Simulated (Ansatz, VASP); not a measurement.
One calculation of HfC, two programs

```xyz
2
Lattice="2.5004 0.0000 0.0000 0.0000 2.5004 0.0000 0.0000 0.0000 2.5004" Properties=species:S:1:pos:R:3 pbc="T T T"
Hf    0.0000    0.0000    0.0000
C     1.2502    1.2502    1.2502
```

Change from the starting cell: volume scaled by 0.64, LAPW.

Alike in both runs: task single point; functional PBE; k mesh 14 × 14 × 14; occupations fermi-dirac, width 0.08 eV; no spin polarisation.

```csv
,VASP,Ansatz
version,VASP 6.6.1,Ansatz 0.2.0
potentials or method,"VASP PAW PBE potentials, release 64 (Hf_pv, C), cutoff 520 eV","all-electron LAPW, scalar-relativistic"
```

```tsv
	VASP	Ansatz	Ansatz less VASP
pressure (GPa)	218.3	220.8	+2.53
```

Both programs put the cell under a high pressure, so it lies far from rest at this level. Ansatz ran all-electron here, and VASP with PAW potentials.

Spin-orbit coupling is off throughout. Noted on VASP's run: the cell as given lies far from equilibrium.
